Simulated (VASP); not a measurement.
Here is a VASP 6.6.1 calculation.

File INCAR:

```
PREC = Accurate
ENCUT = 520
EDIFF = 1E-6
ISMEAR = 1
SIGMA = 0.1
LREAL = F
LASPH = T
NELM = 80
ALGO = Normal
ISIF = 2
LWAVE = F
LCHARG = F
GGA = PE
NBANDS = 30
```

Contents of KPOINTS:

```
Automatic mesh
0
Gamma
  5 5 5
```

Contents of POSCAR:

```
Ga3Se
1.0
    4.4324650000      0.0000000000      0.0000000000
    0.0000000000      4.4324650000      0.0000000000
    0.0000000000      0.0000000000      4.4324650000
Ga Se
3 1
Direct
    0.0000000000      0.5000000000      0.5000000000
    0.5000000000      0.0000000000      0.5000000000
    0.5000000000      0.5000000000      0.0000000000
    0.0000000000      0.0000000000      0.0000000000
```

Potentials or basis: VASP PAW PBE potentials, release 64 (Ga_d, Se).

Command:

```console
$ cat potpaw_PBE.64/Ga_d/POTCAR potpaw_PBE.64/Se/POTCAR > POTCAR
$ mpirun -np 1 vasp_std > vasp.out
```

(1) Estimate the pressure.

Answers

(1) -0.3 GPa.
